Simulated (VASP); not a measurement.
Here is a VASP 6.6.1 calculation.

The input INCAR:

```
SYSTEM = ScFeGe
PREC = Accurate
ENCUT = 520
EDIFF = 1E-8
ISMEAR = -1
SIGMA = 0.05
LREAL = .FALSE.
LASPH = .TRUE.
NELM = 150
ALGO = Normal
ISIF = 2
LWAVE = .FALSE.
LCHARG = .FALSE.
ISPIN = 2
MAGMOM = 0 0 0 2.5 2.5 2.5 0 0 0
LORBIT = 11
LMAXMIX = 4
GGA = PS
LEFG = .TRUE.
NBANDS = 64
LUSENCCL = .FALSE.
```

The input KPOINTS:

```
regular mesh
0
G
  6 6 8
  0 0 0
```

The input POSCAR:

```
ScFeGe
1.0
    6.5852007981      0.0000000000      0.0000000000
   -3.2926003991      5.7029511802      0.0000000000
    0.0000000000      0.0000000000      3.9516743300
Sc Fe Ge
3 3 3
Direct
    0.5839691600      0.0000000000      0.5000000000
    0.4160308400      0.4160308400      0.5000000000
    0.0000000000      0.5839691600      0.5000000000
    0.2294909900      0.0000000000      0.0000000000
    0.7705090100      0.7705090100      0.0000000000
    0.0000000000      0.2294909900      0.0000000000
    0.0000000000      0.0000000000      0.5000000000
    0.3333333300      0.6666666700      0.0000000000
    0.6666666700      0.3333333300      0.0000000000
```

Potentials or basis: VASP PAW PBE potentials, release 64 (Sc_sv, Fe, Ge_d).

Run with:

```bash
$ cat potpaw_PBE.64/Sc_sv/POTCAR potpaw_PBE.64/Fe/POTCAR potpaw_PBE.64/Ge_d/POTCAR > POTCAR
$ mpirun -np 1 vasp_std > vasp.out
```

(1) Estimate the net moment.

(2) Predict the site moments.

(3) Predict the pressure.

## Answers

(1) 5.67 μB per cell.

(2) Sc -0.12; Fe +2.08; Ge -0.06, -0.02 (each value once) μB.

(3) -7.6 GPa.

Caveat: the cell stands under tension; without QUAD_EFG the Cq values of the log hold for a quadrupole moment of 1 mb, not for the nuclei; the PAW data sets were made with another functional, which shifts forces and pressure a little.
